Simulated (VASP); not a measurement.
# Ta2N (P-31m) in VASP: notebook

The runs below take Ta2N through single point, with LDA.

Everything below comes from runs of VASP 6.6.1. Logs are shortened: lines on timing, memory, paths and dates and some standing lists are left out, and cuts for length are marked.

## Step 1: The cell of the first run

It takes space group P-31m (No. 162, trigonal). Conventional cell: a = 5.264 Å, b = 5.264 Å, c = 4.818 Å, α = 90.00°, β = 90.00°, γ = 120.00°. Ta (site symmetry m) has 3 N at 2.09 to 2.23 Å within 2.8 Å. N (site symmetry 32) has 6 Ta at 2.09 Å within 2.8 Å. Within 2.9 Å of N (site symmetry -3m) lie 6 Ta at 2.23 Å.

## Step 2: Single point, LDA (c/a of the conventional cell at fixed volume 0.9153)

Input file INCAR:

```
ALGO = Normal
EDIFF = 1E-6
ENCUT = 520
ISIF = 2
ISMEAR = 0
LASPH = True
LCHARG = False
LREAL = False
LWAVE = False
NBANDS = 50
NELM = 80
PREC = Accurate
SIGMA = 0.15
```

Input file KPOINTS:

```
k-points
0
Gamma
  9 9 8
```

Input file POSCAR:

```
Ta2N
1.0
    5.2641495424      0.0000000000      0.0000000000
   -2.6320747712      4.5588872330      0.0000000000
    0.0000000000      0.0000000000      4.8182760762
Ta N
6 3
Direct
    0.6430231761      0.6430231761      0.7526041962
    0.0000000000      0.3569768239      0.7526041962
    0.3569768239      0.0000000000      0.7526041962
    0.3569768239      0.3569768239      0.2473958038
    0.0000000000      0.6430231761      0.2473958038
    0.6430231761      0.0000000000      0.2473958038
    0.6666666667      0.3333333333      0.5000000000
    0.3333333333      0.6666666667      0.5000000000
    0.0000000000      0.0000000000      0.0000000000
```

Potentials or basis: VASP PAW LDA potentials, release 64 (Ta_pv, N).

On the command line:

```
$ cat potpaw_LDA.64/Ta_pv/POTCAR potpaw_LDA.64/N/POTCAR > POTCAR
$ mpirun -np 1 vasp_std > vasp.out
```

OUTCAR:

```text
EDIFF = 1E-6
   ENCUT = 520
   ISIF = 2
   ISMEAR = 0
   LASPH = True
   LREAL = False
   NELM = 80
   PREC = Accurate

 ion  position               nearest neighbor table
   1  0.643  0.643  0.753-   7 2.09   8 2.09   9 2.23   4 2.82   4 2.86   3 2.94   3 2.94   2 2.94
                             2 2.94   6 3.04   5 3.04   6 3.08   5 3.08   2 3.25   3 3.25
   2  0.000  0.357  0.753-   7 2.09   8 2.09   9 2.23   5 2.82   5 2.86   3 2.94   3 2.94   1 2.94
                             1 2.94   6 3.04   4 3.04   6 3.08   4 3.08   1 3.25   3 3.25
   3  0.357  0.000  0.753-   8 2.09   7 2.09   9 2.23   6 2.82   6 2.86   1 2.94   2 2.94   2 2.94
                             1 2.94   4 3.04   5 3.04   4 3.08   5 3.08   2 3.25   1 3.25
   4  0.357  0.357  0.247-   8 2.09   7 2.09   9 2.23   1 2.82   1 2.86   6 2.94   6 2.94   5 2.94
                             5 2.94   3 3.04   2 3.04   3 3.08   2 3.08   5 3.25   6 3.25
   5  0.000  0.643  0.247-   8 2.09   7 2.09   9 2.23   2 2.82   2 2.86   6 2.94   6 2.94   4 2.94
                             4 2.94   3 3.04   1 3.04   3 3.08   1 3.08   4 3.25   6 3.25
   6  0.643  0.000  0.247-   7 2.09   8 2.09   9 2.23   3 2.82   3 2.86   5 2.94   4 2.94   5 2.94
                             4 2.94   2 3.04   1 3.04   1 3.08   2 3.08   5 3.25   4 3.25
   7  0.667  0.333  0.500-   6 2.09   2 2.09   3 2.09   5 2.09   1 2.09   4 2.09
   8  0.333  0.667  0.500-   3 2.09   5 2.09   6 2.09   2 2.09   4 2.09   1 2.09
   9  0.000  0.000  0.000-   1 2.23   2 2.23   4 2.23   5 2.23   3 2.23   6 2.23

  LATTYP: Found a hexagonal cell.
 ALAT       =     5.2641495424
 C/A-ratio  =     0.9153000000

  Lattice vectors:

 A1 = (   5.2641495424,   0.0000000000,   0.0000000000)
 A2 = (  -2.6320747712,   4.5588872330,   0.0000000000)
 A3 = (   0.0000000000,   0.0000000000,   4.8182760762)

Analysis of symmetry for initial positions (statically):
=====================================================================
 Subroutine PRICEL returns:
 Original cell was already a primitive cell.

 Routine SETGRP: Setting up the symmetry group for a
 hexagonal supercell.

 Subroutine GETGRP returns: Found 12 space group operations
 (whereof 12 operations were pure point group operations)
 out of a pool of 24 trial point group operations.

The static configuration has the point symmetry D_3d.

Analysis of symmetry for dynamics (positions and initial velocities):
=====================================================================
 Subroutine PRICEL returns:
 Original cell was already a primitive cell.

 Routine SETGRP: Setting up the symmetry group for a
 hexagonal supercell.

 Subroutine GETGRP returns: Found 12 space group operations
 (whereof 12 operations were pure point group operations)
 out of a pool of 24 trial point group operations.

The dynamic configuration has the point symmetry D_3d.

 Subroutine INISYM returns: Found 12 space group operations
 (whereof 12 operations are pure point group operations),
 and found     1 'primitive' translations

----------------------------------------------------------------------------------------

                                     Primitive cell

  volume of cell :     115.6322

  direct lattice vectors                    reciprocal lattice vectors
     5.264149542  0.000000000  0.000000000     0.189964208  0.109675887  0.000000000
    -2.632074771  4.558887233  0.000000000     0.000000000  0.219351774  0.000000000
     0.000000000  0.000000000  4.818276076     0.000000000  0.000000000  0.207543110

  length of vectors
     5.264149542  5.264149542  4.818276076     0.219351774  0.219351774  0.207543110

  position of ions in fractional coordinates (direct lattice)
     0.643023176  0.643023176  0.752604196
     0.000000000  0.356976824  0.752604196
     0.356976824  0.000000000  0.752604196
     0.356976824  0.356976824  0.247395804
     0.000000000  0.643023176  0.247395804
     0.643023176  0.000000000  0.247395804
     0.666666667  0.333333333  0.500000000
     0.333333333  0.666666667  0.500000000
     0.000000000  0.000000000  0.000000000

  ion indices of the primitive-cell ions
   primitive index   ion index
                 1           1
                 2           2
                 3           3
                 4           4
                 5           5
                 6           6
                 7           7
                 8           8
                 9           9

----------------------------------------------------------------------------------------

 KPOINTS: k-points

Automatic generation of k-mesh.
 Grid dimensions read from file:
 generate k-points for:    9    9    8

 Generating k-lattice:

  Cartesian coordinates                     Fractional coordinates (reciprocal lattice)
     0.021107134  0.012186210  0.000000000     0.111111111  0.000000000  0.000000000
     0.000000000  0.024372419  0.000000000     0.000000000  0.111111111  0.000000000
     0.000000000  0.000000000  0.025942889     0.000000000  0.000000000  0.125000000

  Length of vectors
     0.024372419  0.024372419  0.025942889

  Shift w.r.t. Gamma in fractional coordinates (k-lattice)
     0.000000000  0.000000000  0.000000000

 Subroutine IBZKPT returns following result:
 ===========================================

 Found     81 irreducible k-points:

 Following reciprocal coordinates:
            Coordinates               Weight
  0.000000  0.000000  0.000000      1.000000
  0.111111 -0.000000  0.000000      6.000000
  0.222222  0.000000  0.000000      6.000000
  0.333333 -0.000000  0.000000      6.000000
  0.444444  0.000000  0.000000      6.000000
  0.111111  0.111111  0.000000      6.000000
[... 16 lines left out ...]
 -0.111111  0.444444  0.125000     12.000000
  0.444444  0.111111  0.125000      6.000000
 [... further k-points ...]
   k-points           NKPTS =     81   k-points in BZ     NKDIM =     81   number of bands    NBANDS=     50
   number of dos      NEDOS =    301   number of ions     NIONS =      9
   total plane-waves  NPLWV =  57600
   dimension x,y,z NGX =    40 NGY =   40 NGZ =   36
   dimension x,y,z NGXF=    80 NGYF=   80 NGZF=   72
   ions per type =               6   3
   NGX,Y,Z   is equivalent  to a cutoff of  12.63, 12.63, 12.42 a.u.
   NGXF,Y,Z  is equivalent  to a cutoff of  25.26, 25.26, 24.84 a.u.
 SYSTEM =  unknown system
   PREC   = accura    normal or accurate (medium, high low for compatibility)
   ISTART =      0    job   : 0-new  1-cont  2-samecut
   ICHARG =      2    charge: 1-file 2-atom 10-const
   ISPIN  =      1    spin polarized calculation?
   LNONCOLLINEAR =      F non collinear calculations
   LSORBIT =      F    spin-orbit coupling
   LASPH  =      T    aspherical Exc in radial PAW
   ENCUT  =  520.0 eV  38.22 Ry    6.18 a.u.   9.79  9.79  8.96*2*pi/ulx,y,z
   NELM   =     80;   NELMIN=  2; NELMDL= -5     # of ELM steps
   EDIFF  = 0.1E-05   stopping-criterion for ELM
   LREAL  =      F    real-space projection
   EDIFFG = 0.1E-04   stopping-criterion for IOM
   NSW    =      0    number of steps for IOM
   IBRION =     -1    ionic relax: 0-MD 1-quasi-New 2-CG
   NFREE  =      0    steps in history (QN), initial steepest desc. (CG)
   ISIF   =      2    stress and relaxation
   ISYM   =      2    0-nonsym 1-usesym 2-fastsym
   POTIM  = 0.5000    time-step for ionic-motion
   TEBEG  =    0.0;   TEEND  =   0.0 temperature during run
   PSTRESS=    0.0 pullay stress
   NELECT =      81.0000    total number of electrons
   NUPDOWN=      -1.0000    fix difference up-down
   EMIN   =  10.00;   EMAX   =-10.00  energy-range for DOS
   EFERMI =   0.00;   METHOD = LEGACY
   ISMEAR =     0;   SIGMA  =   0.15  broadening in eV -4-tet -1-fermi 0-gaus
   EFERMI_NEDOS =   21; number of points for ismear=-14 and -15
   IALGO  =     38    algorithm
   IMIX   =      4    mixing-type and parameters
     AMIX     =   0.40;   BMIX     =  1.00
     AMIX_MAG =   1.60;   BMIX_MAG =  1.00
  volume/ion in A,a.u.               =      12.85        86.70
  Fermi-wavevector in a.u.,A,eV,Ry     =   1.453930  2.747530 28.761537  2.113913
  Thomas-Fermi vector in A             =   2.571140
   LORBIT       =      0    0 simple, 1 ext, 2 COOP (PROOUT), +10 PAW based schemes
   GGA     = CA    functional components
   LHFCALC =     F    Hartree Fock is set to
   AEXX    =    0.0000 exact exchange contribution
   IVDW    =     0    specifies the selected vdW correction
   LEPSILON=     F    determine dielectric tensor
   LRPA    =     F    only Hartree local field effects (RPA)
 non-spin polarized calculation
 Gauss-broadening in eV      SIGMA  =   0.15
  energy-cutoff  :      520.00
  volume of cell :      115.63
 maximum number of plane-waves:      3137
   NGX = 19   NGY = 19   NGZ = 17

 number of electron      81.0000005 magnetization

 Free energy of the ion-electron system (eV)
  ---------------------------------------------------
  ext. energy  EPLUGINS =         0.00000000
  ---------------------------------------------------
  free energy    TOTEN  =      -112.90106243 eV

  energy without entropy =     -112.87696142  energy(sigma->0) =     -112.88901193

 E-fermi :   7.7341     XC(G=0): -13.3270

 val. band max:        7.7270306402   @ k =   0.1111   0.1111   0.1250
 cond. band min:       7.7453135423   @ k =   0.3333  -0.0000   0.0000
 fundamental gap:      0.0182829021
 Fermi energy:         7.7340576413

 k-point     1 :       0.0000    0.0000    0.0000
  band No.  band energies     occupation
      1     -27.8390      2.00000
      2     -27.6985      2.00000
      3     -27.2826      2.00000
      4     -27.2826      2.00000
      5     -27.2311      2.00000
      6     -27.1855      2.00000
[... 42 lines left out ...]
     49      10.4905      0.00000
     50      11.2334      0.00000

 k-point     2 :       0.1111   -0.0000    0.0000
  band No.  band energies     occupation
      1     -27.8261      2.00000
      2     -27.6933      2.00000
      3     -27.3037      2.00000
      4     -27.2875      2.00000
      5     -27.2813      2.00000
      6     -27.2026      2.00000
[... 1158 lines left out ...]
 k-point    24 :       0.4444    0.1111    0.1250
  band No.  band energies     occupation
      1     -27.6772      2.00000
      2     -27.6004      2.00000
      3     -27.4300      2.00000
      4     -27.3982      2.00000
      5     -27.2687      2.00000
      6     -27.2680      2.00000
[... 42 lines left out ...]
     49      11.0928      0.00000
     50      11.3430      0.00000

 [... further k-points ...]
[... 5 lines left out ...]
  --------------------------------------------------------------------------------------
  -------------------------------------------------------------------------------------
  Total        2.6164140      2.6164140      7.7612790      0.0000000      0.0000000     -0.0000000
  in kB       36.2525278     36.2525278    107.5387857      0.0000000      0.0000000     -0.0000000
  external PRESSURE =      60.0146138 kB  Pullay stress =       0.0000000 kB

 VOLUME and BASIS-vectors are now :
 -----------------------------------------------------------------------------
  energy-cutoff  :      520.00
  volume of cell :      115.63
      direct lattice vectors                 reciprocal lattice vectors
     5.264149542  0.000000000  0.000000000     0.189964208  0.109675887  0.000000000
    -2.632074771  4.558887233  0.000000000     0.000000000  0.219351774  0.000000000
     0.000000000  0.000000000  4.818276076     0.000000000  0.000000000  0.207543110

 POSITION                                       TOTAL-FORCE (eV/Angst)
 -----------------------------------------------------------------------------------
      1.69249      2.93147      3.62625         1.538945      2.665531      1.275259
     -0.93959      1.62742      3.62625         1.538945     -2.665531      1.275259
      1.87918      0.00000      3.62625        -3.077890      0.000000      1.275259
      0.93959      1.62742      1.19202        -1.538945     -2.665531     -1.275259
     -1.69249      2.93147      1.19202        -1.538945      2.665531     -1.275259
      3.38497      0.00000      1.19202         3.077890     -0.000000     -1.275259
      2.63207      1.51963      2.40914        -0.000000      0.000000      0.000000
     -0.00000      3.03926      2.40914        -0.000000     -0.000000      0.000000
      0.00000      0.00000      0.00000        -0.000000      0.000000      0.000000
 -----------------------------------------------------------------------------------
    total drift:                               -0.000000      0.000000      0.000000

  FREE ENERGIE OF THE ION-ELECTRON SYSTEM (eV)
  ---------------------------------------------------
  free  energy   TOTEN  =      -112.9010624252 eV

  energy  without entropy=     -112.8769614250  energy(sigma->0) =     -112.88901193
```

It took 4.6 min on 1 thread of AMD EPYC 9R45 (Zen 5), shared host; peak memory 0.39 GiB.

Results:

```
Free energy   : -112.9011 eV
Pressure      : 6.0 GPa
Largest force : 3.332 eV/Å
```

Forces on the atoms (eV/Å):
```
Ta   1.539  2.666  1.275
Ta   1.539 -2.666  1.275
Ta  -3.078  0.000  1.275
Ta  -1.539 -2.666 -1.275
Ta  -1.539  2.666 -1.275
Ta   3.078  0.000 -1.275
N    0.000  0.000  0.000
N    0.000  0.000  0.000
N    0.000  0.000  0.000
```

Caveat: spin-orbit coupling is left out, which moves the levels of the heavy elements; forces of over 1 eV/Å act on the atoms, so gaps and moduli don't describe the material at rest.

## Step 3: Single point, LDA (c/a of the conventional cell at fixed volume 0.9526)

Input file INCAR:

```
SYSTEM = Ta2N
  PREC = Accurate
  ENCUT = 520
  EDIFF = 1E-7
  ISMEAR = 0
  SIGMA = 0.15
  LREAL = .False.
  LASPH = .True.
  NELM = 60
  ALGO = Normal
  ISIF = 2
  LWAVE = .False.
  LCHARG = .False.
  NBANDS = 50
```

Input file KPOINTS:

```
regular mesh
0
Gamma
  9 9 8
  0 0 0
```

Input file POSCAR:

```
Ta2N
1.0
    5.1945250684      0.0000000000      0.0000000000
   -2.5972625342      4.4985906699      0.0000000000
    0.0000000000      0.0000000000      4.9483045802
Ta N
6 3
Direct
    0.6191173904      0.6191173904      0.7526041962
    0.0000000000      0.3808826096      0.7526041962
    0.3808826096      0.0000000000      0.7526041962
    0.3808826096      0.3808826096      0.2473958038
    0.0000000000      0.6191173904      0.2473958038
    0.6191173904      0.0000000000      0.2473958038
    0.6666666667      0.3333333333      0.5000000000
    0.3333333333      0.6666666667      0.5000000000
    0.0000000000      0.0000000000      0.0000000000
```

Potentials or basis: VASP PAW LDA potentials, release 64 (Ta_pv, N).

On the command line:

```
$ cat potpaw_LDA.64/Ta_pv/POTCAR potpaw_LDA.64/N/POTCAR > POTCAR
$ mpirun -np 1 vasp_std > vasp.out
```

Wall time 9.1 min (1 thread of AMD EPYC 9R45 (Zen 5), shared host); peak memory 0.4 GiB.

It converged, with:

* Free energy: -109.3722 eV
* Pressure: 18.4 GPa
* Largest force: 6.552 eV/Å

Forces on the atoms (eV/Å):
```
Ta   3.127  5.416  1.951
Ta   3.127 -5.416  1.951
Ta  -6.254  0.000  1.951
Ta  -3.127 -5.416 -1.951
Ta  -3.127  5.416 -1.951
Ta   6.254  0.000 -1.951
N    0.000  0.000  0.000
N    0.000  0.000  0.000
N    0.000  0.000  0.000
```

Stress tensor (GPa, compression positive):
```
20.60  0.00  0.00
 0.00 20.60  0.00
 0.00  0.00 13.92
```

Levels at points of the mesh, in eV from the Fermi level:
| k point | band 39 | band 40 | band 41 | band 42 | band 43 | band 44 |
| --- | --- | --- | --- | --- | --- | --- |
| (0.00, 0.00, 0.00) | -0.46 | -0.46 | -0.36 | -0.36 | 0.28 | 1.40 |
| (0.00, 0.00, 0.50) | -0.39 | -0.39 | -0.33 | 0.21 | 0.21 | 1.12 |

Caveat: spin-orbit coupling is left out, which moves the levels of the heavy elements; forces of over 1 eV/Å act on the atoms, so gaps and moduli don't describe the material at rest.

(Part 1 of 2 ends here.)
